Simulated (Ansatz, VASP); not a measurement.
## LaAgO3: VASP beside Ansatz

INCAR

```
PREC = Accurate
ENCUT = 520
EDIFF = 1E-7
ISMEAR = -1
SIGMA = 0.15
LREAL = F
LASPH = T
NELM = 100
ALGO = Normal
ISIF = 2
LWAVE = F
LCHARG = T
GGA = CA
LELF = T
LVHAR = T
NBANDS = 28
```

Contents of KPOINTS:

```
regular mesh
0
Gamma
  6 6 6
```

The input POSCAR:

```
LaAgO3
1.0
    4.0739176282      0.0000000000      0.0000000000
    0.0000000000      4.0739176282      0.0000000000
    0.0000000000      0.0000000000      4.0739176282
La Ag O
1 1 3
Direct
    0.5000000000      0.5000000000      0.5000000000
    0.0000000000      0.0000000000      0.0000000000
    0.5000000000      0.0000000000      0.0000000000
    0.0000000000      0.5000000000      0.0000000000
    0.0000000000      0.0000000000      0.5000000000
```

Input for Ansatz:

```yaml
crystal:
  lattice:
    - [4.073917628157467, 0.0, 0.0]
    - [0.0, 4.073917628157467, 0.0]
    - [0.0, 0.0, 4.073917628157467]
  atoms:
    - { symbol: La, position: [0.5, 0.5, 0.5] }
    - { symbol: Ag, position: [0.0, 0.0, 0.0] }
    - { symbol: O, position: [0.5, 0.0, 0.0] }
    - { symbol: O, position: [0.0, 0.5, 0.0] }
    - { symbol: O, position: [0.0, 0.0, 0.5] }
basis:
  ecutwfc: 500.0
kpoints:
  mp_grid:
    grid: [6, 6, 6]
hamiltonian:
  xc: lda
  pseudopotentials:
    kind: paw
scf:
  occupations:
    method: fermi_dirac
    width: 0.15
output:
  stress: true
```

Alike in both runs: task single point; functional LDA; k mesh 6 × 6 × 6; occupations fermi-dirac, width 0.15 eV; no spin polarisation.

|  | VASP | Ansatz |
| --- | --- | --- |
| version | VASP 6.6.1 | Ansatz 0.2.0 |
| potentials or method | VASP PAW LDA potentials, release 64 (La, Ag, O), cutoff 520 eV | plane waves, PAW |
| valence electrons in the cell | 40 | 48 |

```tsv
	VASP	Ansatz	Ansatz less VASP
pressure (GPa)	-9.3	-9.3	+0.01
```

LDA's correlation is that of Perdew and Zunger in VASP and of Perdew and Wang (1992) in Ansatz. VASP's potentials hold 40 valence electrons a cell and Ansatz's 48, so a difference there can come from the potentials and not from the codes.

Neither program's run includes spin-orbit coupling.
